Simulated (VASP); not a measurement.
# TiAl3 in VASP: further runs

Runs on TiAl3. Level: PBEsol. Tasks: single point.

All numbers are computed with VASP 6.6.1; they aren't measurements. Logs are shortened: lines on timing, memory, paths and dates and some standing lists are left out, and cuts for length are marked.

### Step 1. The cell of the first run

The cell holds a slab with vacuum, 8 atoms: a = 3.901 Å, b = 3.972 Å, c = 21.026 Å, α = 90.00°, β = 90.00°, γ = 90.00°.

### Step 2. Single point, PBEsol

INCAR reads:

```
SYSTEM = TiAl3
PREC = Accurate ; ENCUT = 520
EDIFF = 1E-6 ; ISMEAR = 0
SIGMA = 0.1 ; LREAL = .FALSE.
LASPH = .TRUE. ; NELM = 60
ALGO = Normal ; ISIF = 2
LWAVE = .FALSE. ; LCHARG = .FALSE.
LDIPOL = .TRUE. ; IDIPOL = 3
DIPOL = 0.5 0.5 0.500 ; GGA = PS
NBANDS = 31
```

KPOINTS reads:

```
Automatic mesh
0
G
  9 9 1
  0 0 0
```

POSCAR reads:

```
TiAl3
1.0
    3.9006678809      0.0000000000      0.0000000000
    0.0000000000      3.9724249774      0.0000000000
    0.0000000000      0.0000000000     21.0262766716
Al Ti
6 2
Direct
    0.5000000000      0.0000000000      0.3566965334
    0.0000000000      0.5000000000      0.3566965334
    0.5000000000      0.5000000000      0.4558073672
    0.0000000000      0.5000000000      0.5441926328
    0.0000000000      0.0000000000      0.6433034666
    0.5000000000      0.5000000000      0.6433034666
    0.0000000000      0.0000000000      0.4462439935
    0.5000000000      0.0000000000      0.5537560065
```

Potentials or basis: VASP PAW PBE potentials, release 64 (Al, Ti_sv).

Started as:

```
> cat potpaw_PBE.64/Al/POTCAR potpaw_PBE.64/Ti_sv/POTCAR > POTCAR
> mpirun -np 1 vasp_std > vasp.out
```

OUTCAR:

```text
SYSTEM = TiAl3
   PREC = Accurate
   ENCUT = 520
   EDIFF = 1E-6
   ISMEAR = 0
   LREAL = .FALSE.
   LASPH = .TRUE.
   NELM = 60
   ISIF = 2
   GGA = PS

 ion  position               nearest neighbor table
   1  0.500  0.000  0.357-   7 2.71   7 2.71   2 2.78   2 2.78   2 2.78   2 2.78   3 2.88   3 2.88

   2  0.000  0.500  0.357-   7 2.74   7 2.74   1 2.78   1 2.78   1 2.78   1 2.78   3 2.85   3 2.85

   3  0.500  0.500  0.456-   4 2.69   4 2.69   7 2.79   7 2.79   7 2.79   7 2.79   2 2.85   2 2.85
                             8 2.86   8 2.86   1 2.88   1 2.88
   4  0.000  0.500  0.544-   3 2.69   3 2.69   8 2.79   8 2.79   8 2.79   8 2.79   6 2.85   6 2.85
                             7 2.86   7 2.86   5 2.88   5 2.88
   5  0.000  0.000  0.643-   8 2.71   8 2.71   6 2.78   6 2.78   6 2.78   6 2.78   4 2.88   4 2.88

   6  0.500  0.500  0.643-   8 2.74   8 2.74   5 2.78   5 2.78   5 2.78   5 2.78   4 2.85   4 2.85

   7  0.000  0.000  0.446-   1 2.71   1 2.71   2 2.74   2 2.74   3 2.79   3 2.79   3 2.79   3 2.79
                             4 2.86   4 2.86
   8  0.500  0.000  0.554-   5 2.71   5 2.71   6 2.74   6 2.74   4 2.79   4 2.79   4 2.79   4 2.79
                             3 2.86   3 2.86

  LATTYP: Found a simple orthorhombic cell.
 ALAT       =     3.9006678809
 B/A-ratio  =     1.0183961052
 C/A-ratio  =     5.3904298734

  Lattice vectors:

 A1 = (   3.9006678809,   0.0000000000,   0.0000000000)
 A2 = (   0.0000000000,   3.9724249774,   0.0000000000)
 A3 = (   0.0000000000,   0.0000000000,  21.0262766716)

Analysis of symmetry for initial positions (statically):
=====================================================================
 Subroutine PRICEL returns:
 Original cell was already a primitive cell.

 Routine SETGRP: Setting up the symmetry group for a
 simple orthorhombic supercell.

 Subroutine GETGRP returns: Found  8 space group operations
 (whereof  4 operations were pure point group operations)
 out of a pool of  8 trial point group operations.

The static configuration has the point symmetry C_2v.
 The point group associated with its full space group is D_2h.

Analysis of symmetry for dynamics (positions and initial velocities):
=====================================================================
 Subroutine PRICEL returns:
 Original cell was already a primitive cell.

 Routine SETGRP: Setting up the symmetry group for a
 simple orthorhombic supercell.

 Subroutine GETGRP returns: Found  8 space group operations
 (whereof  4 operations were pure point group operations)
 out of a pool of  8 trial point group operations.

The dynamic configuration has the point symmetry C_2v.
 The point group associated with its full space group is D_2h.

 Subroutine INISYM returns: Found  8 space group operations
 (whereof  4 operations are pure point group operations),
 and found     1 'primitive' translations

----------------------------------------------------------------------------------------

                                     Primitive cell

  volume of cell :     325.8045

  direct lattice vectors                    reciprocal lattice vectors
     3.900667881  0.000000000  0.000000000     0.256366353  0.000000000  0.000000000
     0.000000000  3.972424977  0.000000000     0.000000000  0.251735402  0.000000000
     0.000000000  0.000000000 21.026276672     0.000000000  0.000000000  0.047559538

  length of vectors
     3.900667881  3.972424977 21.026276672     0.256366353  0.251735402  0.047559538

  position of ions in fractional coordinates (direct lattice)
     0.500000000  0.000000000  0.356696533
     0.000000000  0.500000000  0.356696533
     0.500000000  0.500000000  0.455807367
     0.000000000  0.500000000  0.544192633
     0.000000000  0.000000000  0.643303467
     0.500000000  0.500000000  0.643303467
     0.000000000  0.000000000  0.446243993
     0.500000000  0.000000000  0.553756007

  ion indices of the primitive-cell ions
   primitive index   ion index
                 1           1
                 2           2
                 3           3
                 4           4
                 5           5
                 6           6
                 7           7
                 8           8

----------------------------------------------------------------------------------------

 KPOINTS: Automatic mesh

Automatic generation of k-mesh.
 Grid dimensions read from file:
 generate k-points for:    9    9    1

 Generating k-lattice:

  Cartesian coordinates                     Fractional coordinates (reciprocal lattice)
     0.028485150  0.000000000  0.000000000     0.111111111  0.000000000  0.000000000
     0.000000000  0.027970600  0.000000000     0.000000000  0.111111111  0.000000000
     0.000000000  0.000000000  0.047559538     0.000000000  0.000000000  1.000000000

  Length of vectors
     0.028485150  0.027970600  0.047559538

  Shift w.r.t. Gamma in fractional coordinates (k-lattice)
     0.000000000  0.000000000  0.000000000

 Subroutine IBZKPT returns following result:
 ===========================================

 Found     25 irreducible k-points:

 Following reciprocal coordinates:
            Coordinates               Weight
  0.000000  0.000000  0.000000      1.000000
  0.111111  0.000000  0.000000      2.000000
  0.222222  0.000000  0.000000      2.000000
  0.333333  0.000000  0.000000      2.000000
  0.444444  0.000000  0.000000      2.000000
  0.000000  0.111111  0.000000      2.000000
[... 16 lines left out ...]
  0.222222  0.444444  0.000000      4.000000
  0.333333  0.444444  0.000000      4.000000
   k-points           NKPTS =     25   k-points in BZ     NKDIM =     25   number of bands    NBANDS=     31
   number of dos      NEDOS =    301   number of ions     NIONS =      8
   total plane-waves  NPLWV = 144000
   dimension x,y,z NGX =    30 NGY =   30 NGZ =  160
   dimension x,y,z NGXF=    60 NGYF=   60 NGZF=  320
   ions per type =               6   2
   NGX,Y,Z   is equivalent  to a cutoff of  12.79, 12.55, 12.65 a.u.
   NGXF,Y,Z  is equivalent  to a cutoff of  25.57, 25.11, 25.30 a.u.
 SYSTEM =  TiAl3
   PREC   = accura    normal or accurate (medium, high low for compatibility)
   ISTART =      0    job   : 0-new  1-cont  2-samecut
   ICHARG =      2    charge: 1-file 2-atom 10-const
   ISPIN  =      1    spin polarized calculation?
   LNONCOLLINEAR =      F non collinear calculations
   LSORBIT =      F    spin-orbit coupling
   LASPH  =      T    aspherical Exc in radial PAW
   ENCUT  =  520.0 eV  38.22 Ry    6.18 a.u.   7.25  7.39 39.09*2*pi/ulx,y,z
   NELM   =     60;   NELMIN=  2; NELMDL= -5     # of ELM steps
   EDIFF  = 0.1E-05   stopping-criterion for ELM
   LREAL  =      F    real-space projection
   EDIFFG = 0.1E-04   stopping-criterion for IOM
   NSW    =      0    number of steps for IOM
   IBRION =     -1    ionic relax: 0-MD 1-quasi-New 2-CG
   NFREE  =      0    steps in history (QN), initial steepest desc. (CG)
   ISIF   =      2    stress and relaxation
   ISYM   =      2    0-nonsym 1-usesym 2-fastsym
   POTIM  = 0.5000    time-step for ionic-motion
   TEBEG  =    0.0;   TEEND  =   0.0 temperature during run
   PSTRESS=    0.0 pullay stress
   NELECT =      42.0000    total number of electrons
   NUPDOWN=      -1.0000    fix difference up-down
   EMIN   =  10.00;   EMAX   =-10.00  energy-range for DOS
   EFERMI =   0.00;   METHOD = LEGACY
   ISMEAR =     0;   SIGMA  =   0.10  broadening in eV -4-tet -1-fermi 0-gaus
   EFERMI_NEDOS =   21; number of points for ismear=-14 and -15
   IALGO  =     38    algorithm
   IMIX   =      4    mixing-type and parameters
     AMIX     =   0.40;   BMIX     =  1.00
     AMIX_MAG =   1.60;   BMIX_MAG =  1.00
  volume/ion in A,a.u.               =      40.73       274.83
  Fermi-wavevector in a.u.,A,eV,Ry     =   0.827000  1.562804  9.305422  0.683929
  Thomas-Fermi vector in A             =   1.939129
   LORBIT       =      0    0 simple, 1 ext, 2 COOP (PROOUT), +10 PAW based schemes
   GGA     = PS    functional components
   LHFCALC =     F    Hartree Fock is set to
   AEXX    =    0.0000 exact exchange contribution
   IVDW    =     0    specifies the selected vdW correction
   LEPSILON=     F    determine dielectric tensor
   LRPA    =     F    only Hartree local field effects (RPA)
 non-spin polarized calculation
 Gauss-broadening in eV      SIGMA  =   0.10
  energy-cutoff  :      520.00
  volume of cell :      325.80
 maximum number of plane-waves:      8839
 NGX is ok and might be reduce to    30
   NGX = 15   NGY = 15   NGZ = 79

 dipolmoment           0.000000      0.000000      0.000000 electrons x Angstroem

 number of electron      41.9999995 magnetization

 dipolmoment           0.000000      0.000000     -0.000000 electrons x Angstroem

 Free energy of the ion-electron system (eV)
  ---------------------------------------------------
  ext. energy  EPLUGINS =         0.00000000
  ---------------------------------------------------
  free energy    TOTEN  =       -41.08047521 eV

  energy without entropy =      -41.06623667  energy(sigma->0) =      -41.07335594

 E-fermi :   0.6406     XC(G=0):  -5.1322

 val. band max:        0.6309379411   @ k =   0.0000   0.0000   0.0000
 cond. band min:       0.6673335109   @ k =   0.4444   0.0000   0.0000
 fundamental gap:      0.0363955698
 Fermi energy:         0.6405683551

 k-point     1 :       0.0000    0.0000    0.0000
  band No.  band energies     occupation
      1     -55.7862      2.00000
      2     -55.7559      2.00000
      3     -32.2378      2.00000
      4     -32.2048      2.00000
      5     -32.1980      2.00000
      6     -32.1839      2.00000
[... 23 lines left out ...]
     30       3.7598      0.00000
     31       4.0397      0.00000
[... 751 lines left out ...]
      1     -55.7772      2.00000
      2     -55.7621      2.00000
      3     -32.2466      2.00000
      4     -32.2285      2.00000
      5     -32.2088      2.00000
      6     -32.2087      2.00000
[... 23 lines left out ...]
     30       2.6120      0.00000
     31       4.0910      0.00000

 [... further k-points ...]

------------------------ aborting loop because EDIFF is reached ----------------------------------------

 vacuum level on the upper side and lower side of the slab       (xc-potential included)        -0.132        -0.132

  FORCE on cell =-STRESS in cart. coord.  units (eV):
  Direction    XX          YY          ZZ          XY          YZ          ZX
  --------------------------------------------------------------------------------------
  -------------------------------------------------------------------------------------
  Total       -2.8509186     -3.2702918      1.1980772      0.0000000      0.0000000      0.0000000
  in kB      -14.0196881    -16.0819992      5.8916691      0.0000000      0.0000000      0.0000000
  external PRESSURE =      -8.0700061 kB  Pullay stress =       0.0000000 kB

 VOLUME and BASIS-vectors are now :
 -----------------------------------------------------------------------------
  energy-cutoff  :      520.00
  volume of cell :      325.80
      direct lattice vectors                 reciprocal lattice vectors
     3.900667881  0.000000000  0.000000000     0.256366353  0.000000000  0.000000000
     0.000000000  3.972424977  0.000000000     0.000000000  0.251735402  0.000000000
     0.000000000  0.000000000 21.026276672     0.000000000  0.000000000  0.047559538

 POSITION                                       TOTAL-FORCE (eV/Angst)
 -----------------------------------------------------------------------------------
      1.95033      0.00000      7.50000         0.000000      0.000000     -0.121447
      0.00000      1.98621      7.50000         0.000000      0.000000     -0.127484
      1.95033      1.98621      9.58393         0.000000      0.000000     -0.125457
      0.00000      1.98621     11.44234         0.000000      0.000000      0.125457
      0.00000      0.00000     13.52628         0.000000      0.000000      0.121447
      1.95033      1.98621     13.52628         0.000000      0.000000      0.127484
      0.00000      0.00000      9.38285         0.000000      0.000000      0.227640
      1.95033      0.00000     11.64343         0.000000      0.000000     -0.227640
 -----------------------------------------------------------------------------------
    total drift:                                0.000000     -0.000000     -0.000000

  FREE ENERGIE OF THE ION-ELECTRON SYSTEM (eV)
  ---------------------------------------------------
  free  energy   TOTEN  =       -41.0804752145 eV

  energy  without entropy=      -41.0662366747  energy(sigma->0) =      -41.07335594

 vacuum level on the upper side and lower side of the slab         4.904         4.904
```

It took 5.8 min on 1 thread of Intel Xeon Platinum 8375C at 2.90GHz (Ice Lake), shared host; peak memory 0.5 GiB.

What came out:

| Item | Value |
| --- | --- |
| Free energy | -41.0805 eV |
| Largest force | 0.228 eV/Å |
| Band gap on the k mesh | zero (band 21 reaches 1.21 eV, above the bottom of band 22 at 0.40 eV) |

Forces in eV/Å, atoms in the order of the input:
```
Al   0.000  0.000 -0.121
Al   0.000  0.000 -0.127
Al   0.000  0.000 -0.125
Al   0.000  0.000  0.125
Al   0.000  0.000  0.121
Al   0.000  0.000  0.127
Ti   0.000  0.000  0.228
Ti   0.000  0.000 -0.228
```

Caveat: the PAW data sets were made with another functional, which shifts forces and pressure a little.

### Step 3. Single point, PBEsol

INCAR reads:

```
  ALGO = Normal
  DIPOL = 0.5 0.5 0.500
  EDIFF = 1E-6
  ENCUT = 520
  GGA = PS
  IDIPOL = 3
  ISIF = 2
  ISMEAR = 0
  LASPH = T
  LCHARG = F
  LDIPOL = T
  LREAL = F
  LWAVE = F
  NBANDS = 31
  NELM = 80
  PREC = Accurate
  SIGMA = 0.1
```

KPOINTS reads:

```
k-points
0
Gamma
  9 9 1
```

POSCAR reads:

```
TiAl3
1.0
    3.9006678809      0.0000000000      0.0000000000
    0.0000000000      3.9724249774      0.0000000000
    0.0000000000      0.0000000000     21.0262766716
Al Ti
6 2
Direct
    0.5000000000      0.0000000000      0.3550042628
    0.0000000000      0.5000000000      0.3547953984
    0.5000000000      0.5000000000      0.4546604371
    0.0000000000      0.5000000000      0.5453397669
    0.0000000000      0.0000000000      0.6449955231
    0.5000000000      0.5000000000      0.6452044500
    0.0000000000      0.0000000000      0.4467907635
    0.5000000000      0.0000000000      0.5532093983
```

Potentials or basis: VASP PAW PBE potentials, release 64 (Al, Ti_sv).

Started as:

```
> cat potpaw_PBE.64/Al/POTCAR potpaw_PBE.64/Ti_sv/POTCAR > POTCAR
> mpirun -np 1 vasp_std > vasp.out
```

OUTCAR:

```text
EDIFF = 1E-6
   ENCUT = 520
   GGA = PS
   ISIF = 2
   ISMEAR = 0
   LASPH = T
   LREAL = F
   NELM = 80
   PREC = Accurate

 ion  position               nearest neighbor table
   1  0.500  0.000  0.355-   7 2.74   7 2.74   2 2.78   2 2.78   2 2.78   2 2.78   3 2.89   3 2.89

   2  0.000  0.500  0.355-   7 2.77   7 2.77   1 2.78   1 2.78   1 2.78   1 2.78   3 2.87   3 2.87

   3  0.500  0.500  0.455-   4 2.73   4 2.73   7 2.79   7 2.79   7 2.79   7 2.79   2 2.87   2 2.87
                             8 2.87   8 2.87   1 2.89   1 2.89
   4  0.000  0.500  0.545-   3 2.73   3 2.73   8 2.79   8 2.79   8 2.79   8 2.79   6 2.87   6 2.87
[... 1045 lines left out ...]
  in kB      -18.0248050    -18.8254014     -0.5674911      0.0000000      0.0000000      0.0000000
  external PRESSURE =     -12.4725658 kB  Pullay stress =       0.0000000 kB

 VOLUME and BASIS-vectors are now :
 -----------------------------------------------------------------------------
  energy-cutoff  :      520.00
  volume of cell :      325.80
      direct lattice vectors                 reciprocal lattice vectors
     3.900667881  0.000000000  0.000000000     0.256366353  0.000000000  0.000000000
     0.000000000  3.972424977  0.000000000     0.000000000  0.251735402  0.000000000
     0.000000000  0.000000000 21.026276672     0.000000000  0.000000000  0.047559538

 POSITION                                       TOTAL-FORCE (eV/Angst)
 -----------------------------------------------------------------------------------
      1.95033      0.00000      7.46442         0.000000      0.000000      0.004241
      0.00000      1.98621      7.46003         0.000000      0.000000      0.009739
      1.95033      1.98621      9.55982         0.000000      0.000000     -0.020265
      0.00000      1.98621     11.46646         0.000000      0.000000      0.020265
      0.00000      0.00000     13.56185         0.000000      0.000000     -0.004241
      1.95033      1.98621     13.56625         0.000000      0.000000     -0.009739
      0.00000      0.00000      9.39435         0.000000      0.000000      0.021728
      1.95033      0.00000     11.63193         0.000000      0.000000     -0.021728
 -----------------------------------------------------------------------------------
    total drift:                                0.000000     -0.000000      0.001181

  FREE ENERGIE OF THE ION-ELECTRON SYSTEM (eV)
  ---------------------------------------------------
  free  energy   TOTEN  =       -41.0953459160 eV

  energy  without entropy=      -41.0786405077  energy(sigma->0) =      -41.08699321

 vacuum level on the upper side and lower side of the slab         4.933         4.933
```

It took 5.8 min on 1 thread of Intel Xeon Platinum 8375C at 2.90GHz (Ice Lake), shared host; peak memory 0.5 GiB.

What came out:

- Free energy: -41.0953 eV
- Largest force: 0.022 eV/Å
- Band gap on the k mesh: zero (band 21 reaches 1.27 eV, above the bottom of band 22 at 0.42 eV)

Forces on the atoms (eV/Å):
```
Al   0.000  0.000  0.004
Al   0.000  0.000  0.010
Al   0.000  0.000 -0.020
Al   0.000  0.000  0.020
Al   0.000  0.000 -0.004
Al   0.000  0.000 -0.010
Ti   0.000  0.000  0.022
Ti   0.000  0.000 -0.022
```

Caveat: the PAW data sets were made with another functional, which shifts forces and pressure a little.
